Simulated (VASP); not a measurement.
# PbF2 in VASP: notebook

PbF2 is run at these levels: r2SCAN; tasks: single point.

Everything below comes from runs of VASP 6.6.1. Logs are shortened: lines on timing, memory, paths and dates and some standing lists are left out, and cuts for length are marked.

## 1. The cell of the first run

Symmetry: I4/mmm, No. 139, tetragonal system. The conventional cell has a = 4.114 Å, b = 4.114 Å, c = 5.974 Å, α = 90.00°, β = 90.00°, γ = 90.00°. Within 3.4 Å of Pb (site symmetry 4/mmm) lie 8 F at 2.54 Å. Within 3.4 Å of F (site symmetry -4m2) lie 4 Pb at 2.54 Å and 6 F at 2.91 to 2.99 Å.

## 2. Single point, r2SCAN (epitaxial xy strain -1.2%)

File POSCAR:

```
PbF2
1.0
    0.0000000000      2.9089856781      2.9870808379
    2.9089856781      0.0000000000      2.9870808379
    2.9089856781      2.9089856781      0.0000000000
Pb F
1 2
Direct
    0.0000000000      0.0000000000      0.0000000000
    0.2500000000      0.2500000000      0.2500000000
    0.7500000000      0.7500000000      0.7500000000
```

File INCAR.step1:

```
PREC = Accurate
ENCUT = 660
ISMEAR = 0
SIGMA = 0.01
LREAL = False
LASPH = True
NELM = 120
NBANDS = 21
GGA = PE
ALGO = Normal
EDIFF = 1E-5
LWAVE = True
LCHARG = False
GGA_COMPAT = False
```

File INCAR.step2:

```
PREC = Accurate
ENCUT = 660
EDIFF = 1E-6
ISMEAR = 0
SIGMA = 0.01
LREAL = False
LASPH = True
NELM = 120
ALGO = Normal
ISIF = 2
LWAVE = False
LCHARG = False
METAGGA = R2SCAN
LMIXTAU = True
NBANDS = 21
ISTART = 1
GGA_COMPAT = False
```

File KPOINTS:

```
regular mesh
0
Gamma
  8 8 8
```

Potentials or basis: VASP PAW PBE potentials, release 64 (Pb_d, F).

Command:

```console
$ cat potpaw_PBE.64/Pb_d/POTCAR potpaw_PBE.64/F/POTCAR > POTCAR
$ cp INCAR.step1 INCAR
$ mpirun -np 1 vasp_std > vasp.out
$ cp INCAR.step2 INCAR
$ mpirun -np 1 vasp_std > vasp.out
```

OUTCAR:

```text
PREC = Accurate
   ENCUT = 660
   EDIFF = 1E-6
   ISMEAR = 0
   LREAL = False
   LASPH = True
   NELM = 120
   ISIF = 2
   METAGGA = R2SCAN
   ISTART = 1

 ion  position               nearest neighbor table
   1  0.000  0.000  0.000-   3 2.54   2 2.54   3 2.54   2 2.54   3 2.54   3 2.54   2 2.54   2 2.54

   2  0.250  0.250  0.250-   1 2.54   1 2.54   1 2.54   1 2.54
   3  0.750  0.750  0.750-   1 2.54   1 2.54   1 2.54   1 2.54

  LATTYP: Found a body centered tetragonal cell.
 ALAT       =     4.1139269987
 C/A-ratio  =     1.4521797975

  Lattice vectors:

 A1 = (  -2.9089856781,   0.0000000000,   2.9870808379)
 A2 = (   2.9089856781,   0.0000000000,   2.9870808379)
 A3 = (   0.0000000000,   2.9089856781,  -2.9870808379)

Analysis of symmetry for initial positions (statically):
=====================================================================
 Subroutine PRICEL returns:
 Original cell was already a primitive cell.

 Routine SETGRP: Setting up the symmetry group for a
 body centered tetragonal supercell.

 Subroutine GETGRP returns: Found 16 space group operations
 (whereof 16 operations were pure point group operations)
 out of a pool of 16 trial point group operations.

The static configuration has the point symmetry D_4h.

Analysis of symmetry for dynamics (positions and initial velocities):
=====================================================================
 Subroutine PRICEL returns:
 Original cell was already a primitive cell.

 Routine SETGRP: Setting up the symmetry group for a
 body centered tetragonal supercell.

 Subroutine GETGRP returns: Found 16 space group operations
 (whereof 16 operations were pure point group operations)
 out of a pool of 16 trial point group operations.

The dynamic configuration has the point symmetry D_4h.

 Subroutine INISYM returns: Found 16 space group operations
 (whereof 16 operations are pure point group operations),
 and found     1 'primitive' translations

----------------------------------------------------------------------------------------

                                     Primitive cell

  volume of cell :      50.5545

  direct lattice vectors                    reciprocal lattice vectors
     0.000000000  2.908985678  2.987080838    -0.171881217  0.171881217  0.167387502
     2.908985678  0.000000000  2.987080838     0.171881217 -0.171881217  0.167387502
     2.908985678  2.908985678  0.000000000     0.171881217  0.171881217 -0.167387502

  length of vectors
     4.169514313  4.169514313  4.113926999     0.295135362  0.295135362  0.295135362

  position of ions in fractional coordinates (direct lattice)
     0.000000000  0.000000000  0.000000000
     0.250000000  0.250000000  0.250000000
     0.750000000  0.750000000  0.750000000

  ion indices of the primitive-cell ions
   primitive index   ion index
                 1           1
                 2           2
                 3           3

----------------------------------------------------------------------------------------

 KPOINTS: regular mesh

Automatic generation of k-mesh.
 Grid dimensions read from file:
 generate k-points for:    8    8    8

 Generating k-lattice:

  Cartesian coordinates                     Fractional coordinates (reciprocal lattice)
    -0.021485152  0.021485152  0.020923438     0.125000000  0.000000000  0.000000000
     0.021485152 -0.021485152  0.020923438     0.000000000  0.125000000  0.000000000
     0.021485152  0.021485152 -0.020923438    -0.000000000 -0.000000000  0.125000000

  Length of vectors
     0.036891920  0.036891920  0.036891920

  Shift w.r.t. Gamma in fractional coordinates (k-lattice)
     0.000000000  0.000000000  0.000000000

 Subroutine IBZKPT returns following result:
 ===========================================

 Found     59 irreducible k-points:

 Following reciprocal coordinates:
            Coordinates               Weight
  0.000000  0.000000  0.000000      1.000000
  0.125000  0.000000  0.000000      8.000000
  0.250000  0.000000  0.000000      8.000000
  0.375000  0.000000  0.000000      8.000000
  0.500000  0.000000  0.000000      4.000000
  0.125000  0.125000  0.000000      2.000000
[... 16 lines left out ...]
  0.250000  0.000000  0.125000     16.000000
  0.375000  0.000000  0.125000     16.000000
 [... further k-points ...]
   k-points           NKPTS =     59   k-points in BZ     NKDIM =     59   number of bands    NBANDS=     21
   number of dos      NEDOS =    301   number of ions     NIONS =      3
   total plane-waves  NPLWV =  46656
   dimension x,y,z NGX =    36 NGY =   36 NGZ =   36
   dimension x,y,z NGXF=    72 NGYF=   72 NGZF=   72
   ions per type =               1   2
   NGX,Y,Z   is equivalent  to a cutoff of  14.35, 14.35, 14.55 a.u.
   NGXF,Y,Z  is equivalent  to a cutoff of  28.71, 28.71, 29.10 a.u.
 SYSTEM =  unknown system
   PREC   = accura    normal or accurate (medium, high low for compatibility)
   ISTART =      1    job   : 0-new  1-cont  2-samecut
   ICHARG =      0    charge: 1-file 2-atom 10-const
   ISPIN  =      1    spin polarized calculation?
   LNONCOLLINEAR =      F non collinear calculations
   LSORBIT =      F    spin-orbit coupling
   LASPH  =      T    aspherical Exc in radial PAW
   ENCUT  =  660.0 eV  48.51 Ry    6.96 a.u.   8.73  8.73  8.62*2*pi/ulx,y,z
   NELM   =    120;   NELMIN=  2; NELMDL=  0     # of ELM steps
   EDIFF  = 0.1E-05   stopping-criterion for ELM
   LREAL  =      F    real-space projection
[... 7 lines left out ...]
   TEBEG  =    0.0;   TEEND  =   0.0 temperature during run
   PSTRESS=    0.0 pullay stress
   NELECT =      28.0000    total number of electrons
   NUPDOWN=      -1.0000    fix difference up-down
   EMIN   =  10.00;   EMAX   =-10.00  energy-range for DOS
   EFERMI =   0.00;   METHOD = LEGACY
   ISMEAR =     0;   SIGMA  =   0.01  broadening in eV -4-tet -1-fermi 0-gaus
   EFERMI_NEDOS =   21; number of points for ismear=-14 and -15
   IALGO  =     38    algorithm
   IMIX   =      4    mixing-type and parameters
     AMIX     =   0.40;   BMIX     =  1.00
     AMIX_MAG =   1.60;   BMIX_MAG =  1.00
  volume/ion in A,a.u.               =      16.85       113.72
  Fermi-wavevector in a.u.,A,eV,Ry     =   1.344438  2.540620 24.592717  1.807514
  Thomas-Fermi vector in A             =   2.472432
   LORBIT       =      0    0 simple, 1 ext, 2 COOP (PROOUT), +10 PAW based schemes
   METAGGA = R2SCAN    functional components
   LHFCALC =     F    Hartree Fock is set to
   AEXX    =    0.0000 exact exchange contribution
   IVDW    =     0    specifies the selected vdW correction
   LEPSILON=     F    determine dielectric tensor
   LRPA    =     F    only Hartree local field effects (RPA)
 non-spin polarized calculation
 Gauss-broadening in eV      SIGMA  =   0.01
  energy-cutoff  :      660.00
  volume of cell :       50.55
 maximum number of plane-waves:      1959
   NGX = 17   NGY = 17   NGZ = 17

 number of electron      28.0000008 magnetization

 Free energy of the ion-electron system (eV)
  ---------------------------------------------------
  ext. energy  EPLUGINS =         0.00000000
  ---------------------------------------------------
  free energy    TOTEN  =       -70.15472550 eV

  energy without entropy =      -70.15472550  energy(sigma->0) =      -70.15472550

 E-fermi :   1.9969     XC(G=0): -10.1689

 val. band max:        1.9141407220   @ k =  -0.2500   0.5000   0.2500
 cond. band min:       6.7728744457   @ k =   0.5000   0.0000   0.5000
 fundamental gap:      4.8587337236
 Fermi energy:         1.9968782955

 k-point     1 :       0.0000    0.0000    0.0000
  band No.  band energies     occupation
      1     -20.7565      2.00000
      2     -20.1154      2.00000
      3     -13.0423      2.00000
      4     -13.0225      2.00000
      5     -13.0225      2.00000
      6     -12.9693      2.00000
[... 13 lines left out ...]
     20      18.1557      0.00000
     21      19.8660      0.00000

 k-point     2 :       0.1250    0.0000    0.0000
  band No.  band energies     occupation
      1     -20.7259      2.00000
      2     -20.1432      2.00000
      3     -13.0307      2.00000
      4     -13.0156      2.00000
      5     -12.9923      2.00000
      6     -12.9697      2.00000
[... 13 lines left out ...]
     20      17.6322      0.00000
     21      19.5604      0.00000

 k-point     3 :       0.2500    0.0000    0.0000
  band No.  band energies     occupation
      1     -20.6447      2.00000
      2     -20.2158      2.00000
      3     -13.0172      2.00000
      4     -13.0065      2.00000
      5     -12.9629      2.00000
      6     -12.9548      2.00000
[... 13 lines left out ...]
     20      16.9361      0.00000
     21      18.3223      0.00000

 k-point     4 :       0.3750    0.0000    0.0000
  band No.  band energies     occupation
      1     -20.5394      2.00000
      2     -20.3103      2.00000
      3     -13.0139      2.00000
      4     -13.0076      2.00000
      5     -12.9457      2.00000
      6     -12.9390      2.00000
[... 13 lines left out ...]
     20      16.5167      0.00000
     21      17.3371      0.00000

 k-point     5 :       0.5000    0.0000    0.0000
  band No.  band energies     occupation
      1     -20.4575      2.00000
      2     -20.3871      2.00000
      3     -13.0145      2.00000
      4     -13.0096      2.00000
      5     -12.9370      2.00000
      6     -12.9305      2.00000
[... 13 lines left out ...]
     20      16.3862      0.00000
     21      16.9810      0.00000
[... 382 lines left out ...]
     20      19.6688      0.00000
     21      20.0811      0.00000

 k-point    22 :       0.1250    0.0000    0.1250
  band No.  band energies     occupation
      1     -20.7146      2.00000
      2     -20.1535      2.00000
      3     -13.0269      2.00000
      4     -13.0095      2.00000
      5     -12.9836      2.00000
      6     -12.9741      2.00000
[... 13 lines left out ...]
     20      17.9068      0.00000
     21      19.8820      0.00000

 k-point    23 :       0.2500    0.0000    0.1250
  band No.  band energies     occupation
      1     -20.6507      2.00000
      2     -20.2101      2.00000
      3     -13.0097      2.00000
      4     -12.9976      2.00000
      5     -12.9748      2.00000
      6     -12.9521      2.00000
[... 13 lines left out ...]
     20      17.5681      0.00000
     21      19.3174      0.00000

 k-point    24 :       0.3750    0.0000    0.1250
  band No.  band energies     occupation
      1     -20.5561      2.00000
      2     -20.2935      2.00000
      3     -13.0022      2.00000
      4     -12.9981      2.00000
      5     -12.9540      2.00000
      6     -12.9384      2.00000
[... 13 lines left out ...]
     20      17.4787      0.00000
     21      18.3207      0.00000

 [... further k-points ...]
[... 5 lines left out ...]
  --------------------------------------------------------------------------------------
  -------------------------------------------------------------------------------------
  Total        0.7733486      0.7733486      0.3331782      0.0000000     -0.0000000     -0.0000000
  in kB       24.5090091     24.5090091     10.5591026      0.0000000     -0.0000000     -0.0000000
  external PRESSURE =      19.8590403 kB  Pullay stress =       0.0000000 kB

 VOLUME and BASIS-vectors are now :
 -----------------------------------------------------------------------------
  energy-cutoff  :      660.00
  volume of cell :       50.55
      direct lattice vectors                 reciprocal lattice vectors
     0.000000000  2.908985678  2.987080838    -0.171881217  0.171881217  0.167387502
     2.908985678  0.000000000  2.987080838     0.171881217 -0.171881217  0.167387502
     2.908985678  2.908985678  0.000000000     0.171881217  0.171881217 -0.167387502

 POSITION                                       TOTAL-FORCE (eV/Angst)
 -----------------------------------------------------------------------------------
      0.00000      0.00000      0.00000        -0.000000      0.000000      0.000000
      1.45449      1.45449      1.49354        -0.000000     -0.000000      0.000000
      4.36348      4.36348      4.48062         0.000000      0.000000     -0.000000
 -----------------------------------------------------------------------------------
    total drift:                                0.000000      0.000000      0.000000

  FREE ENERGIE OF THE ION-ELECTRON SYSTEM (eV)
  ---------------------------------------------------
  free  energy   TOTEN  =       -70.1547255017 eV

  energy  without entropy=      -70.1547255017  energy(sigma->0) =      -70.15472550
```

Run time: 7.7 min. Hardware: 1 thread of Oxide Virtual Turin-like, shared host; peak memory 0.23 GiB.

What came out:

```yaml
Free_energy: -70.1547 eV
Pressure: 2.0 GPa
Band_gap_on_the_k_mesh: 4.86 eV (least direct gap 5.03 eV)
```

Stress tensor (GPa, compression positive):
```
2.45 0.00 0.00
0.00 2.45 0.00
0.00 0.00 1.06
```

Levels at points of the mesh, in eV from the valence-band top:
| k point | band 12 | band 13 | band 14 | band 15 | band 16 | band 17 |
| --- | --- | --- | --- | --- | --- | --- |
| (0.00, 0.00, 0.00) | -2.49 | -2.31 | -2.31 | 7.25 | 7.25 | 7.39 |
| (0.50, 0.00, 0.00) | -2.56 | -2.53 | -0.11 | 5.32 | 8.28 | 8.32 |
| (0.50, 0.50, 0.00) | -1.90 | -1.90 | -0.08 | 4.96 | 8.54 | 8.54 |
| (0.50, 0.00, 0.50) | -1.90 | -1.88 | -0.23 | 4.86 | 8.40 | 8.63 |

Caveat: the cell differs from its parent crystal (epitaxial xy strain -1.2%); the PAW data sets were made with another functional, which shifts forces and pressure a little; spin-orbit coupling is left out, which moves the levels of the heavy elements.

(Part 1 of 2 ends here.)
